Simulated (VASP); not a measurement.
# Mg2Sn (Fm-3m) in VASP: further runs

The runs below take Mg2Sn through electric field gradients, with LDA.

Program: VASP 6.6.1. These are calculated values, not measurements. Logs are shortened: lines on timing, memory, paths and dates and some standing lists are left out, and cuts for length are marked.

## (1) The cell of the first run

The structure is cubic, space group Fm-3m (No. 225). Conventional cell: a = 6.781 Å, b = 6.781 Å, c = 6.781 Å, α = 90.00°, β = 90.00°, γ = 90.00°. Mg (site symmetry -43m) has 4 Sn at 2.94 Å and 6 Mg at 3.39 Å within 3.9 Å. Sn (site symmetry m-3m) has 8 Mg at 2.94 Å within 3.9 Å.

## (2) Electric field gradients, LDA (volume scaled by 1.01)

Contents of INCAR:

```
SYSTEM = Mg2Sn
ALGO = Normal
EDIFF = 1E-8
ENCUT = 520
GGA_COMPAT = .FALSE.
ISIF = 2
ISMEAR = -1
LASPH = .TRUE.
LCHARG = .FALSE.
LEFG = .TRUE.
LREAL = .FALSE.
LWAVE = .FALSE.
NBANDS = 16
NELM = 120
PREC = Accurate
SIGMA = 0.08
```

Contents of KPOINTS:

```
k-points
0
G
  11 11 11
  0 0 0
```

Contents of POSCAR:

```
Mg2Sn
1.0
    0.0000000000      3.3907276572      3.3907276572
    3.3907276572      0.0000000000      3.3907276572
    3.3907276572      3.3907276572      0.0000000000
Mg Sn
2 1
Direct
    0.2500000000      0.2500000000      0.2500000000
    0.7500000000      0.7500000000      0.7500000000
    0.0000000000      0.0000000000      0.0000000000
```

Potentials or basis: VASP PAW LDA potentials, release 64 (Mg, Sn_d).

On the command line:

```sh
> cat potpaw_LDA.64/Mg/POTCAR potpaw_LDA.64/Sn_d/POTCAR > POTCAR
> mpirun -np 1 vasp_std > vasp.out
```

OUTCAR:

```text
SYSTEM = Mg2Sn
   EDIFF = 1E-8
   ENCUT = 520
   ISIF = 2
   ISMEAR = -1
   LASPH = .TRUE.
   LREAL = .FALSE.
   NELM = 120
   PREC = Accurate

 ion  position               nearest neighbor table
   1  0.250  0.250  0.250-   3 2.94   3 2.94   3 2.94   3 2.94   2 3.39   2 3.39   2 3.39   2 3.39
                             2 3.39   2 3.39
   2  0.750  0.750  0.750-   3 2.94   3 2.94   3 2.94   3 2.94   1 3.39   1 3.39   1 3.39   1 3.39
                             1 3.39   1 3.39
   3  0.000  0.000  0.000-   2 2.94   2 2.94   2 2.94   1 2.94   2 2.94   1 2.94   1 2.94   1 2.94

  LATTYP: Found a face centered cubic cell.
 ALAT       =     6.7814553144

  Lattice vectors:

 A1 = (   0.0000000000,   3.3907276572,   3.3907276572)
 A2 = (   3.3907276572,   0.0000000000,   3.3907276572)
 A3 = (   3.3907276572,   3.3907276572,   0.0000000000)

Analysis of symmetry for initial positions (statically):
=====================================================================
 Subroutine PRICEL returns:
 Original cell was already a primitive cell.

 Routine SETGRP: Setting up the symmetry group for a
 face centered cubic supercell.

 Subroutine GETGRP returns: Found 48 space group operations
 (whereof 48 operations were pure point group operations)
 out of a pool of 48 trial point group operations.

The static configuration has the point symmetry O_h .

Analysis of symmetry for dynamics (positions and initial velocities):
=====================================================================
 Subroutine PRICEL returns:
 Original cell was already a primitive cell.

 Routine SETGRP: Setting up the symmetry group for a
 face centered cubic supercell.

 Subroutine GETGRP returns: Found 48 space group operations
 (whereof 48 operations were pure point group operations)
 out of a pool of 48 trial point group operations.

The dynamic configuration has the point symmetry O_h .

 Subroutine INISYM returns: Found 48 space group operations
 (whereof 48 operations are pure point group operations),
 and found     1 'primitive' translations

----------------------------------------------------------------------------------------

                                     Primitive cell

  volume of cell :      77.9666

  direct lattice vectors                    reciprocal lattice vectors
     0.000000000  3.390727657  3.390727657    -0.147460973  0.147460973  0.147460973
     3.390727657  0.000000000  3.390727657     0.147460973 -0.147460973  0.147460973
     3.390727657  3.390727657  0.000000000     0.147460973  0.147460973 -0.147460973

  length of vectors
     4.795213039  4.795213039  4.795213039     0.255409898  0.255409898  0.255409898

  position of ions in fractional coordinates (direct lattice)
     0.250000000  0.250000000  0.250000000
     0.750000000  0.750000000  0.750000000
     0.000000000  0.000000000  0.000000000

  ion indices of the primitive-cell ions
   primitive index   ion index
                 1           1
                 2           2
                 3           3

----------------------------------------------------------------------------------------

 KPOINTS: k-points

Automatic generation of k-mesh.
 Grid dimensions read from file:
 generate k-points for:   11   11   11

 Generating k-lattice:

  Cartesian coordinates                     Fractional coordinates (reciprocal lattice)
    -0.013405543  0.013405543  0.013405543     0.090909091  0.000000000  0.000000000
     0.013405543 -0.013405543  0.013405543     0.000000000  0.090909091  0.000000000
     0.013405543  0.013405543 -0.013405543     0.000000000  0.000000000  0.090909091

  Length of vectors
     0.023219082  0.023219082  0.023219082

  Shift w.r.t. Gamma in fractional coordinates (k-lattice)
     0.000000000  0.000000000  0.000000000

 Subroutine IBZKPT returns following result:
 ===========================================

 Found     56 irreducible k-points:

 Following reciprocal coordinates:
            Coordinates               Weight
  0.000000  0.000000  0.000000      1.000000
  0.090909  0.000000  0.000000      8.000000
  0.181818  0.000000  0.000000      8.000000
  0.272727  0.000000  0.000000      8.000000
  0.363636  0.000000  0.000000      8.000000
  0.454545  0.000000  0.000000      8.000000
[... 16 lines left out ...]
 -0.272727  0.181818  0.000000     24.000000
 -0.181818  0.181818  0.000000     12.000000
 [... further k-points ...]
   k-points           NKPTS =     56   k-points in BZ     NKDIM =     56   number of bands    NBANDS=     16
   number of dos      NEDOS =    301   number of ions     NIONS =      3
   total plane-waves  NPLWV =  46656
   dimension x,y,z NGX =    36 NGY =   36 NGZ =   36
   dimension x,y,z NGXF=    72 NGYF=   72 NGZF=   72
   ions per type =               2   1
   NGX,Y,Z   is equivalent  to a cutoff of  12.48, 12.48, 12.48 a.u.
   NGXF,Y,Z  is equivalent  to a cutoff of  24.96, 24.96, 24.96 a.u.
 SYSTEM =  Mg2Sn
   PREC   = accura    normal or accurate (medium, high low for compatibility)
   ISTART =      0    job   : 0-new  1-cont  2-samecut
   ICHARG =      2    charge: 1-file 2-atom 10-const
   ISPIN  =      1    spin polarized calculation?
   LNONCOLLINEAR =      F non collinear calculations
   LSORBIT =      F    spin-orbit coupling
   LASPH  =      T    aspherical Exc in radial PAW
   ENCUT  =  520.0 eV  38.22 Ry    6.18 a.u.   8.92  8.92  8.92*2*pi/ulx,y,z
   NELM   =    120;   NELMIN=  2; NELMDL= -5     # of ELM steps
   EDIFF  = 0.1E-07   stopping-criterion for ELM
   LREAL  =      F    real-space projection
   EDIFFG = 0.1E-06   stopping-criterion for IOM
   NSW    =      0    number of steps for IOM
   IBRION =     -1    ionic relax: 0-MD 1-quasi-New 2-CG
   NFREE  =      0    steps in history (QN), initial steepest desc. (CG)
   ISIF   =      2    stress and relaxation
   ISYM   =      2    0-nonsym 1-usesym 2-fastsym
   POTIM  = 0.5000    time-step for ionic-motion
   TEBEG  =    0.0;   TEEND  =   0.0 temperature during run
   PSTRESS=    0.0 pullay stress
   NELECT =      18.0000    total number of electrons
   NUPDOWN=      -1.0000    fix difference up-down
   EMIN   =  10.00;   EMAX   =-10.00  energy-range for DOS
   EFERMI =   0.00;   METHOD = LEGACY
   ISMEAR =    -1;   SIGMA  =   0.08  broadening in eV -4-tet -1-fermi 0-gaus
   EFERMI_NEDOS =   21; number of points for ismear=-14 and -15
   IALGO  =     38    algorithm
   IMIX   =      4    mixing-type and parameters
     AMIX     =   0.40;   BMIX     =  1.00
     AMIX_MAG =   1.60;   BMIX_MAG =  1.00
  volume/ion in A,a.u.               =      25.99       175.38
  Fermi-wavevector in a.u.,A,eV,Ry     =   1.004298  1.897849 13.723043  1.008615
  Thomas-Fermi vector in A             =   2.136905
   LORBIT       =      0    0 simple, 1 ext, 2 COOP (PROOUT), +10 PAW based schemes
   GGA     = CA    functional components
   LHFCALC =     F    Hartree Fock is set to
   AEXX    =    0.0000 exact exchange contribution
   IVDW    =     0    specifies the selected vdW correction
   LEPSILON=     F    determine dielectric tensor
   LRPA    =     F    only Hartree local field effects (RPA)
 non-spin polarized calculation
  energy-cutoff  :      520.00
  volume of cell :       77.97
 maximum number of plane-waves:      2119
   NGX = 17   NGY = 17   NGZ = 17

 number of electron      18.0000004 magnetization

 Free energy of the ion-electron system (eV)
  ---------------------------------------------------
  ext. energy  EPLUGINS =         0.00000000
  ---------------------------------------------------
  free energy    TOTEN  =        -8.90588027 eV

  energy without entropy =       -8.89875083  energy(sigma->0) =       -8.90231555

 E-fermi :   3.9638     XC(G=0):  -8.9415

 val. band max:        3.9384479981   @ k =  -0.0909   0.0909   0.0000
 cond. band min:       4.0059275735   @ k =   0.0000   0.0000   0.0000
 fundamental gap:      0.0674795753
 Fermi energy:         3.9637562594

 k-point     1 :       0.0000    0.0000    0.0000
  band No.  band energies     occupation
      1     -16.8941      2.00000
      2     -16.8941      2.00000
      3     -16.8941      2.00000
      4     -16.8554      2.00000
      5     -16.8554      2.00000
      6      -5.0835      2.00000
[... 8 lines left out ...]
     15       9.5229      0.00000
     16       9.5229      0.00000
[... 419 lines left out ...]
 k-point    24 :      -0.1818    0.1818    0.0000
  band No.  band energies     occupation
      1     -16.8936      2.00000
      2     -16.8921      2.00000
      3     -16.8917      2.00000
      4     -16.8554      2.00000
      5     -16.8547      2.00000
      6      -4.4243      2.00000
[... 8 lines left out ...]
     15      10.1500      0.00000
     16      10.5633      0.00000

 [... further k-points ...]
[... 5 lines left out ...]
  --------------------------------------------------------------------------------------
  -------------------------------------------------------------------------------------
  Total       -1.1950628     -1.1950628     -1.1950628      0.0000000      0.0000000      0.0000000
  in kB      -24.5579771    -24.5579771    -24.5579771      0.0000000      0.0000000      0.0000000
  external PRESSURE =     -24.5579771 kB  Pullay stress =       0.0000000 kB

 VOLUME and BASIS-vectors are now :
 -----------------------------------------------------------------------------
  energy-cutoff  :      520.00
  volume of cell :       77.97
      direct lattice vectors                 reciprocal lattice vectors
     0.000000000  3.390727657  3.390727657    -0.147460973  0.147460973  0.147460973
     3.390727657  0.000000000  3.390727657     0.147460973 -0.147460973  0.147460973
     3.390727657  3.390727657  0.000000000     0.147460973  0.147460973 -0.147460973

 POSITION                                       TOTAL-FORCE (eV/Angst)
 -----------------------------------------------------------------------------------
      1.69536      1.69536      1.69536        -0.000000     -0.000000     -0.000000
      5.08609      5.08609      5.08609        -0.000000      0.000000      0.000000
      0.00000      0.00000      0.00000         0.000000     -0.000000      0.000000
 -----------------------------------------------------------------------------------
    total drift:                               -0.000000      0.000000      0.000000

  FREE ENERGIE OF THE ION-ELECTRON SYSTEM (eV)
  ---------------------------------------------------
  free  energy   TOTEN  =        -8.9058802651 eV

  energy  without entropy=       -8.8987508345  energy(sigma->0) =       -8.90231555

 Electric field gradients (V/A^2)
---------------------------------------------------------------------
 ion       V_xx      V_yy      V_zz      V_xy      V_xz      V_yz
---------------------------------------------------------------------
   1      -0.000    -0.000    -0.000     0.000     0.000     0.000
   2      -0.000    -0.000    -0.000     0.000     0.000     0.000
   3       0.000    -0.000     0.000     0.002     0.002     0.002
---------------------------------------------------------------------

 Electric field gradients after diagonalization (V/A^2)
 (convention: |V_zz| > |V_xx| > |V_yy|)
----------------------------------------------------------------------
 ion       V_xx      V_yy      V_zz     asymmetry (V_yy - V_xx)/ V_zz
----------------------------------------------------------------------
   1      -0.000    -0.000     0.000       0.000
   2      -0.000    -0.000     0.000       0.000
   3      -0.002    -0.002     0.003       0.000
----------------------------------------------------------------------

           NMR quadrupolar parameters

 Cq : quadrupolar parameter    Cq=e*Q*V_zz/h
 eta: asymmetry parameters     (V_yy - V_xx)/ V_zz
 Q  : nuclear electric quadrupole moment in mb (millibarn)
----------------------------------------------------------------------
 ion       Cq(MHz)       eta       Q (mb)
----------------------------------------------------------------------
   1       0.000       0.000       1.000
   2       0.000       0.000       1.000
   3       0.000       0.000       1.000
----------------------------------------------------------------------
```

It took 78 s on 1 thread of Intel Xeon Platinum 8488C (Sapphire Rapids), shared host; peak memory 0.21 GiB.

What came out:

| Item | Value |
| --- | --- |
| Free energy | -8.9059 eV |
| Pressure | -2.5 GPa |
| Band gap on the k mesh | zero (band 9 reaches 4.01 eV, above the bottom of band 10 at 3.83 eV) |

Caveat: without QUAD_EFG the Cq values of the log hold for a quadrupole moment of 1 mb, not for the nuclei; spin-orbit coupling is left out, which moves the levels of the heavy elements.

## (3) Electric field gradients, LDA (volume scaled by 1.04)

Contents of INCAR:

```
PREC = Accurate ; ENCUT = 520
EDIFF = 1E-8 ; ISMEAR = -1
SIGMA = 0.08 ; LREAL = F
LASPH = T ; NELM = 120
ALGO = Normal ; ISIF = 2
LWAVE = F ; LCHARG = F
LEFG = T ; NBANDS = 16
GGA_COMPAT = F
```

Contents of KPOINTS:

```
Automatic mesh
0
Gamma
  11 11 11
```

Contents of POSCAR:

```
Mg2Sn
1.0
    0.0000000000      3.4239722052      3.4239722052
    3.4239722052      0.0000000000      3.4239722052
    3.4239722052      3.4239722052      0.0000000000
Mg Sn
2 1
Direct
    0.2500000000      0.2500000000      0.2500000000
    0.7500000000      0.7500000000      0.7500000000
    0.0000000000      0.0000000000      0.0000000000
```

Potentials or basis: VASP PAW LDA potentials, release 64 (Mg, Sn_d).

On the command line:

```sh
> cat potpaw_LDA.64/Mg/POTCAR potpaw_LDA.64/Sn_d/POTCAR > POTCAR
> mpirun -np 1 vasp_std > vasp.out
```

OUTCAR:

```text
PREC = Accurate
   ENCUT = 520
   EDIFF = 1E-8
   ISMEAR = -1
   LREAL = F
   LASPH = T
   NELM = 120
   ISIF = 2

 ion  position               nearest neighbor table
   1  0.250  0.250  0.250-   3 2.97   3 2.97   3 2.97   3 2.97   2 3.42   2 3.42   2 3.42   2 3.42
                             2 3.42   2 3.42
   2  0.750  0.750  0.750-   3 2.97   3 2.97   3 2.97   3 2.97   1 3.42   1 3.42   1 3.42   1 3.42
                             1 3.42   1 3.42
   3  0.000  0.000  0.000-   2 2.97   2 2.97   2 2.97   1 2.97   2 2.97   1 2.97   1 2.97   1 2.97

  LATTYP: Found a face centered cubic cell.
 ALAT       =     6.8479444104

  Lattice vectors:

 A1 = (   0.0000000000,   3.4239722052,   3.4239722052)
 A2 = (   3.4239722052,   0.0000000000,   3.4239722052)
 A3 = (   3.4239722052,   3.4239722052,   0.0000000000)

Analysis of symmetry for initial positions (statically):
=====================================================================
 Subroutine PRICEL returns:
 Original cell was already a primitive cell.

[... 655 lines left out ...]
 -----------------------------------------------------------------------------------
      1.71199      1.71199      1.71199         0.000000      0.000000      0.000000
      5.13596      5.13596      5.13596        -0.000000     -0.000000     -0.000000
      0.00000      0.00000      0.00000         0.000000      0.000000      0.000000
 -----------------------------------------------------------------------------------
    total drift:                               -0.000000      0.000000      0.000000

  FREE ENERGIE OF THE ION-ELECTRON SYSTEM (eV)
  ---------------------------------------------------
  free  energy   TOTEN  =        -8.8632603300 eV

  energy  without entropy=       -8.8556385711  energy(sigma->0) =       -8.85944945

 Electric field gradients (V/A^2)
---------------------------------------------------------------------
 ion       V_xx      V_yy      V_zz      V_xy      V_xz      V_yz
---------------------------------------------------------------------
   1      -0.000     0.000     0.000    -0.000    -0.000    -0.000
   2      -0.000     0.000     0.000    -0.000    -0.000    -0.000
   3      -0.000     0.000    -0.000     0.000     0.000     0.000
---------------------------------------------------------------------

 Electric field gradients after diagonalization (V/A^2)
 (convention: |V_zz| > |V_xx| > |V_yy|)
----------------------------------------------------------------------
 ion       V_xx      V_yy      V_zz     asymmetry (V_yy - V_xx)/ V_zz
----------------------------------------------------------------------
   1       0.000     0.000    -0.000       0.000
   2       0.000     0.000    -0.000       0.000
   3      -0.000    -0.000     0.001       0.000
----------------------------------------------------------------------

           NMR quadrupolar parameters

 Cq : quadrupolar parameter    Cq=e*Q*V_zz/h
 eta: asymmetry parameters     (V_yy - V_xx)/ V_zz
 Q  : nuclear electric quadrupole moment in mb (millibarn)
----------------------------------------------------------------------
 ion       Cq(MHz)       eta       Q (mb)
----------------------------------------------------------------------
   1      -0.000       0.000       1.000
   2      -0.000       0.000       1.000
   3       0.000       0.000       1.000
----------------------------------------------------------------------
```

stdout:

```text
POSCAR found type information on POSCAR MgSn
 POSCAR found :  2 types and       3 ions
 scaLAPACK will be used
 LDA part: xc-table for (Slater(with rela. corr.)+CA(PZ))
 , standard interpolation
 POSCAR, INCAR and KPOINTS ok, starting setup
 FFT: planning ... GRIDC
 FFT: planning ... GRID_SOFT
 FFT: planning ... GRID
 WAVECAR not read
 entering main loop
ion   1

ion   2

ion   3
```

Run time: 81 s. Hardware: 1 thread of Intel Xeon Platinum 8488C (Sapphire Rapids), shared host; peak memory 0.22 GiB.

Results:

- Free energy: -8.8633 eV
- Pressure: -3.5 GPa
- Band gap on the k mesh: zero (band 9 reaches 3.80 eV, above the bottom of band 10 at 3.58 eV)

Levels at points of the mesh, in eV from the Fermi level:
| k point | band 7 | band 8 | band 9 | band 10 | band 11 | band 12 |
| --- | --- | --- | --- | --- | --- | --- |
| (0.00, 0.00, 0.00) | 0.06 | 0.06 | 0.06 | 1.14 | 2.17 | 2.17 |

Caveat: without QUAD_EFG the Cq values of the log hold for a quadrupole moment of 1 mb, not for the nuclei; spin-orbit coupling is left out, which moves the levels of the heavy elements.

(Continued in part 2 of 2.)
